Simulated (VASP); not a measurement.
# MoS2 (R3m) in VASP: notebook, part 3 of 3

VASP 6.6.1. Earlier steps stand in the parts before.

### 6 Single point, PBE

INCAR

```
PREC = Accurate
ENCUT = 520
EDIFF = 1E-6
ISMEAR = 0
SIGMA = 0.02
LREAL = F
LASPH = T
NELM = 100
ALGO = Normal
ISIF = 2
LWAVE = F
LCHARG = T
GGA = PE
LELF = T
LVHAR = T
NBANDS = 20
```

KPOINTS

```
Automatic mesh
0
Gamma
  12 12 12
```

POSCAR

```
MoS2
1.0
    1.5925883271      0.9194812993      7.4383316918
   -1.5925883271      0.9194812993      7.4383316918
    0.0000000000     -1.8389625987      7.4383316918
Mo S
1 2
Direct
    0.9997777586      0.9997777586      0.9997777586
    0.4031330892      0.4031330892      0.4031330892
    0.2630901522      0.2630901522      0.2630901522
```

Potentials or basis: VASP PAW PBE potentials, release 64 (Mo_sv, S).

The run is started by

```console
> cat potpaw_PBE.64/Mo_sv/POTCAR potpaw_PBE.64/S/POTCAR > POTCAR
> mpirun -np 1 vasp_std > vasp.out
```

OUTCAR:

```text
PREC = Accurate
   ENCUT = 520
   EDIFF = 1E-6
   ISMEAR = 0
   LREAL = F
   LASPH = T
   NELM = 100
   ISIF = 2
   GGA = PE

 ion  position               nearest neighbor table
   1  1.000  1.000  1.000-   3 2.41   3 2.41   3 2.41   2 2.41   2 2.41   2 2.41
   2  0.403  0.403  0.403-   1 2.41   1 2.41   1 2.41
   3  0.263  0.263  0.263-   1 2.41   1 2.41   1 2.41

  LATTYP: Found a trigonal (rhomboedric) cell.
 ALAT       =     7.6622817618
 COS(alpha) =     0.9135985928

  Lattice vectors:

 A1 = (   1.5925883271,   0.9194812993,   7.4383316918)
 A2 = (  -1.5925883271,   0.9194812993,   7.4383316918)
 A3 = (   0.0000000000,  -1.8389625987,   7.4383316918)

Analysis of symmetry for initial positions (statically):
=====================================================================
 Subroutine PRICEL returns:
 Original cell was already a primitive cell.

 Routine SETGRP: Setting up the symmetry group for a
 trigonal (rhombohedral) supercell.

 Subroutine GETGRP returns: Found  6 space group operations
 (whereof  6 operations were pure point group operations)
 out of a pool of 12 trial point group operations.

The static configuration has the point symmetry C_3v.

Analysis of symmetry for dynamics (positions and initial velocities):
=====================================================================
 Subroutine PRICEL returns:
 Original cell was already a primitive cell.

 Routine SETGRP: Setting up the symmetry group for a
 trigonal (rhombohedral) supercell.

 Subroutine GETGRP returns: Found  6 space group operations
 (whereof  6 operations were pure point group operations)
 out of a pool of 12 trial point group operations.

The dynamic configuration has the point symmetry C_3v.

[... 113 lines left out ...]
   EMIN   =  10.00;   EMAX   =-10.00  energy-range for DOS
   EFERMI =   0.00;   METHOD = LEGACY
   ISMEAR =     0;   SIGMA  =   0.02  broadening in eV -4-tet -1-fermi 0-gaus
   EFERMI_NEDOS =   21; number of points for ismear=-14 and -15
   IALGO  =     38    algorithm
   IMIX   =      4    mixing-type and parameters
     AMIX     =   0.40;   BMIX     =  1.00
     AMIX_MAG =   1.60;   BMIX_MAG =  1.00
  volume/ion in A,a.u.               =      21.78       147.01
  Fermi-wavevector in a.u.,A,eV,Ry     =   1.204042  2.275309 19.724590  1.449716
  Thomas-Fermi vector in A             =   2.339778
   LORBIT       =      0    0 simple, 1 ext, 2 COOP (PROOUT), +10 PAW based schemes
   GGA     = PE    functional components
   LHFCALC =     F    Hartree Fock is set to
   AEXX    =    0.0000 exact exchange contribution
   IVDW    =     0    specifies the selected vdW correction
   LEPSILON=     F    determine dielectric tensor
   LRPA    =     F    only Hartree local field effects (RPA)
 non-spin polarized calculation
 Gauss-broadening in eV      SIGMA  =   0.02
  energy-cutoff  :      520.00
  volume of cell :       65.35
 maximum number of plane-waves:      1776
 NGX is ok and might be reduce to    60
   NGX = 29   NGY = 29   NGZ = 29

 number of electron      26.0000001 magnetization

 Free energy of the ion-electron system (eV)
  ---------------------------------------------------
  ext. energy  EPLUGINS =         0.00000000
  ---------------------------------------------------
  free energy    TOTEN  =       -21.85758734 eV

  energy without entropy =      -21.85758734  energy(sigma->0) =      -21.85758734

 E-fermi :   4.9695     XC(G=0):  -9.4071

 val. band max:        4.7325122091   @ k =   0.5000   0.5000   0.5000
 cond. band min:       6.1970311361   @ k =  -0.3333   0.3333   0.0000
 fundamental gap:      1.4645189270
 Fermi energy:         4.9695366562

 k-point     1 :       0.0000    0.0000    0.0000
  band No.  band energies     occupation
      1     -56.3356      2.00000
      2     -30.4731      2.00000
      3     -30.2715      2.00000
      4     -30.2715      2.00000
      5      -9.5390      2.00000
      6      -8.2151      2.00000
[... 541 lines left out ...]
     19      13.4332      0.00000
     20      13.8466      0.00000

 [... further k-points ...]

------------------------ aborting loop because EDIFF is reached ----------------------------------------

  FORCE on cell =-STRESS in cart. coord.  units (eV):
  Direction    XX          YY          ZZ          XY          YZ          ZX
  --------------------------------------------------------------------------------------
  -------------------------------------------------------------------------------------
  Total       -0.0407041     -0.0407041     -0.0561416      0.0000000      0.0000000      0.0000000
  in kB       -0.9978735     -0.9978735     -1.3763275      0.0000000      0.0000000      0.0000000
  external PRESSURE =      -1.1240248 kB  Pullay stress =       0.0000000 kB

 VOLUME and BASIS-vectors are now :
 -----------------------------------------------------------------------------
  energy-cutoff  :      520.00
  volume of cell :       65.35
      direct lattice vectors                 reciprocal lattice vectors
     1.592588327  0.919481299  7.438331692     0.313954329  0.181261617  0.044812916
    -1.592588327  0.919481299  7.438331692    -0.313954329  0.181261617  0.044812916
     0.000000000 -1.838962599  7.438331692     0.000000000 -0.362523233  0.044812916

 POSITION                                       TOTAL-FORCE (eV/Angst)
 -----------------------------------------------------------------------------------
      0.00000     -0.00000     22.31004         0.000000     -0.000000      0.000045
      0.00000     -0.00000      8.99591         0.000000      0.000000     -0.010710
      0.00000     -0.00000      5.87086         0.000000     -0.000000      0.010665
 -----------------------------------------------------------------------------------
    total drift:                                0.000000     -0.000000      0.000105

  FREE ENERGIE OF THE ION-ELECTRON SYSTEM (eV)
  ---------------------------------------------------
  free  energy   TOTEN  =       -21.8575873412 eV

  energy  without entropy=      -21.8575873412  energy(sigma->0) =      -21.85758734
```

OSZICAR:

```text
N       E                     dE             d eps       ncg     rms          rms(c)
DAV:   1     0.184596434193E+03    0.18460E+03   -0.13144E+04  7712   0.120E+03
DAV:   2    -0.151781736597E+02   -0.19977E+03   -0.19433E+03  9312   0.307E+02
DAV:   3    -0.232655555422E+02   -0.80874E+01   -0.79985E+01  9524   0.575E+01
DAV:   4    -0.233791853709E+02   -0.11363E+00   -0.11355E+00  9392   0.710E+00
DAV:   5    -0.233814174940E+02   -0.22321E-02   -0.22320E-02  9620   0.955E-01    0.235E+01
DAV:   6    -0.222737874560E+02    0.11076E+01   -0.11366E+01  8144   0.200E+01    0.879E+00
DAV:   7    -0.219744371274E+02    0.29935E+00   -0.42977E+00  7980   0.117E+01    0.572E+00
DAV:   8    -0.218585095578E+02    0.11593E+00   -0.59178E-01  8688   0.468E+00    0.159E+00
DAV:   9    -0.218587722521E+02   -0.26269E-03   -0.24496E-02  9000   0.954E-01    0.613E-01
DAV:  10    -0.218575412651E+02    0.12310E-02   -0.98924E-03  8620   0.658E-01    0.122E-01
DAV:  11    -0.218575601541E+02   -0.18889E-04   -0.60125E-04  8644   0.169E-01    0.601E-02
DAV:  12    -0.218575639275E+02   -0.37734E-05   -0.10122E-04  8792   0.647E-02    0.243E-02
DAV:  13    -0.218575856889E+02   -0.21761E-04   -0.65490E-05  8008   0.445E-02    0.240E-02
DAV:  14    -0.218575870395E+02   -0.13506E-05   -0.59070E-06  9204   0.158E-02    0.727E-03
DAV:  15    -0.218575873412E+02   -0.30171E-06   -0.52832E-07  6136   0.530E-03
   1 F= -.21857587E+02 E0= -.21857587E+02  d E =-.657071E-66
```

stdout:

```text
POSCAR found type information on POSCAR MoS
 POSCAR found :  2 types and       3 ions
 scaLAPACK will be used
 LDA part: xc-table for (Slater+PW92), standard interpolation
 POSCAR, INCAR and KPOINTS ok, starting setup
 FFT: planning ... GRIDC
 FFT: planning ... GRID_SOFT
 FFT: planning ... GRID
 WAVECAR not read
 entering main loop
```

Wall time 14 min (1 thread of AMD EPYC 9R45 (Zen 5), shared host); peak memory 0.55 GiB.

Results:

```
Free energy            : -21.8576 eV
Pressure               : -0.1 GPa
Largest force          : 0.011 eV/Å
Band gap on the k mesh : 1.46 eV, indirect (least direct gap 1.68 eV)
```

Forces on the atoms (eV/Å):
```
Mo   0.000  0.000  0.000
S    0.000  0.000 -0.011
S    0.000  0.000  0.011
```

Levels at points of the mesh, in eV from the valence-band top:
```tsv
k point	band 10	band 11	band 12	band 13	band 14	band 15	band 16	band 17
(0.00, 0.00, 0.00)	-1.70	-1.70	-1.68	-0.38	2.55	2.55	2.81	2.81
(0.50, 0.00, 0.00)	-3.35	-2.03	-1.17	-0.85	2.04	2.53	3.74	4.08
(0.50, 0.50, 0.00)	-3.35	-2.12	-1.18	-0.81	2.04	2.56	3.61	4.12
(0.50, 0.50, 0.50)	-2.24	-1.70	-1.70	0.00	2.56	2.56	2.80	2.80
```

### 7 Single point, PBE, collinear spin, ferromagnetic start

This run uses another cell than the first one, of 18.97 Å³/atom, 0.871 times its volume.

INCAR

```
PREC     = Accurate       # precision mode
ENCUT    = 520            # plane-wave cutoff, eV
EDIFF    = 1E-7           # SCF threshold, eV
ISMEAR   = 0              # smearing method
SIGMA    = 0.1            # smearing width, eV
LREAL    = F              # projectors in reciprocal space
LASPH    = T              # aspherical terms in the spheres
NELM     = 150            # most SCF steps
ALGO     = Normal         # electronic algorithm
ISIF     = 2              # what is computed and relaxed
LWAVE    = F              # write WAVECAR
LCHARG   = T              # write CHGCAR
ISPIN    = 2              # spin polarisation
MAGMOM   = 1 0 0          # initial moments
LORBIT   = 11             # projections on sites
LMAXMIX  = 4              # l up to which the mixer works
GGA      = PE             # functional
LELF     = T              # ELF
LVHAR    = T            
NBANDS   = 24             # bands
```

KPOINTS

```
Automatic mesh
0
Gamma
  6 6 6
```

POSCAR

```
MoS2
1.0
    1.5921519155      0.9192293370      6.4820983796
   -1.5921519155      0.9192293370      6.4820983796
    0.0000000000     -1.8384586740      6.4820983796
Mo S
1 2
Direct
    0.9997750400      0.9997750400      0.9997750400
    0.4129302200      0.4129302200      0.4129302200
    0.2532957400      0.2532957400      0.2532957400
```

The run is started by

```console
> cat potpaw_PBE.64/Mo_sv/POTCAR potpaw_PBE.64/S/POTCAR > POTCAR
> mpirun -np 1 vasp_std > vasp.out
```

It took 5.1 min on 1 thread of AMD EPYC 9R45 (Zen 5), shared host; peak memory 0.42 GiB.

It converged, with:

```yaml
Free_energy: -21.8393 eV
Pressure: 1.2 GPa
Largest_force: 0.151 eV/Å
Band_gap_on_the_k_mesh: 1.09 eV, indirect (least direct gap 1.66 eV)
Net_moment: 0.00 μB per cell
Valence_electrons_inside_the_program's_atomic_spheres: Mo 12.45; S 3.71
```

Forces in eV/Å, atoms in the order of the input:
```
Mo   0.000  0.000 -0.002
S    0.000  0.000  0.151
S    0.000  0.000 -0.150
```

Stress tensor (GPa, compression positive):
```
0.75 0.00 0.00
0.00 0.75 0.00
0.00 0.00 2.22
```

Levels at points of the mesh, in eV from the valence-band top:
Spin up:
| k point | band 9 | band 10 | band 11 | band 12 | band 13 | band 14 | band 15 | band 16 | band 17 | band 18 |
| --- | --- | --- | --- | --- | --- | --- | --- | --- | --- | --- |
| (0.00, 0.00, 0.00) | -3.20 | -2.10 | -2.10 | -1.41 | -0.88 | 2.19 | 2.19 | 2.52 | 2.52 | 5.55 |
| (0.50, 0.00, 0.00) | -4.74 | -3.76 | -2.23 | -1.51 | -1.24 | 1.70 | 2.16 | 3.53 | 3.68 | 5.41 |
| (0.50, 0.50, 0.00) | -4.54 | -3.73 | -2.60 | -1.61 | -1.12 | 1.68 | 2.24 | 3.19 | 3.91 | 6.04 |
| (0.50, 0.50, 0.50) | -3.21 | -3.02 | -2.08 | -2.08 | 0.00 | 2.24 | 2.24 | 2.45 | 2.45 | 5.72 |
Spin down:
```tsv
k point	band 10	band 11	band 12	band 13	band 14	band 15	band 16	band 17
(0.00, 0.00, 0.00)	-2.10	-2.10	-1.41	-0.88	2.19	2.19	2.52	2.52
(0.50, 0.00, 0.00)	-3.76	-2.23	-1.51	-1.24	1.70	2.16	3.53	3.68
(0.50, 0.50, 0.00)	-3.73	-2.60	-1.61	-1.12	1.68	2.24	3.19	3.91
(0.50, 0.50, 0.50)	-3.02	-2.08	-2.08	0.00	2.24	2.24	2.45	2.45
```

A k mesh can miss the band edges.

### 8 Overview

```tsv
task	spin	cell	k mesh	cutoff (eV)	smearing	gap on the mesh (eV)	pressure (GPa)	largest force (eV/Å)
single point	off	a = 7.662 Å, angles 24.0°, 3 atoms	12 × 12 × 12	520	gaussian 0.02 eV	1.46	-0.1	0.01
relaxation of cell and atoms	off	relaxed from a = 7.662 Å, angles 24.0°, 3 atoms	12 × 12 × 12	600	gaussian 0.02 eV	1.46	0.0	-
relaxation of cell and atoms	off	relaxed to 12 GPa from a = 6.128 Å, angles 29.0°, 3 atoms	12 × 12 × 12	600	gaussian 0.02 eV	0.45	12.0	0.01
relaxation of cell and atoms	off	relaxed to 4 GPa from a = 6.566 Å, angles 27.2°, 3 atoms	12 × 12 × 12	600	gaussian 0.02 eV	0.82	4.0	0.01
single point	collinear, ferromagnetic start	a = 6.738 Å, angles 27.3°, 3 atoms	6 × 6 × 6	520	gaussian 0.1 eV	1.09	1.2	0.15
```

Alike in all rows: level PBE; potentials or basis VASP PAW PBE potentials, release 64 (Mo_sv, S).

Caveats: the cell is relaxed towards a set pressure, so the enthalpy falls and the energy may rise (some runs).

Absolute energies hang on the potentials; compare differences alone.
